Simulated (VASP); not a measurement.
Wanted: the native input for a VASP 6.6.1 run.

* Task: single point
* Functional: PBE
* Potentials or basis: VASP PAW PBE potentials, release 64 (Mg, I)
* Cutoff: 520 eV
* k mesh: 12 × 12 × 4
* Occupations: fermi-dirac, width 0.02 eV
* Spin: no spin polarisation
* Dipole correction: no
* Further INCAR settings: ALGO = Normal; EDIFF = 1e-07; NBANDS = 15

The structure of MgI2 lies in POSCAR:

```
MgI2
1.0
    4.1572130815      0.0000000000      0.0000000000
   -2.0786065407      3.6002521375      0.0000000000
    0.0000000000      0.0000000000      6.7702252789
Mg I
1 2
Direct
    0.0000000000      0.0000000000      0.0000000000
    0.3333333333      0.6666666667      0.2454183087
    0.6666666667      0.3333333333      0.7545816913
```

This cell differs from its parent crystal: uniaxial z strain -1.5%.

These files were run (other wordings do the same):

INCAR

```
SYSTEM = MgI2
ALGO = Normal
EDIFF = 1E-7
ENCUT = 520
GGA = PE
ISIF = 2
ISMEAR = -1
LASPH = .TRUE.
LCHARG = .TRUE.
LELF = .TRUE.
LREAL = .FALSE.
LVHAR = .TRUE.
LWAVE = .FALSE.
NBANDS = 15
NELM = 60
PREC = Accurate
SIGMA = 0.02
```

KPOINTS

```
k-points
0
G
  12 12 4
  0 0 0
```

Potentials or basis: VASP PAW PBE potentials, release 64 (Mg, I).

The run is started by

```bash
$ cat potpaw_PBE.64/Mg/POTCAR potpaw_PBE.64/I/POTCAR > POTCAR
$ mpirun -np 1 vasp_std > vasp.out
```

Results of the run:

| Property | Result |
| --- | --- |
| Pressure | 1.3 GPa |
| Band gap on the k mesh | 3.43 eV (least direct gap 3.61 eV) |

Caveat: the cell differs from its parent crystal (uniaxial z strain -1.5%); spin-orbit coupling is left out, which moves the levels of the heavy elements; this functional lacks dispersion, which binds layers or chains, so the pressure and a relaxed spacing across them are unreliable.

Run time: 85 s on 1 thread of Intel(R) Xeon(R) Platinum 8259CL CPU @ 2.50GHz (Skylake/Cascade Lake), with other jobs on the host, peak memory 0.28 GiB.
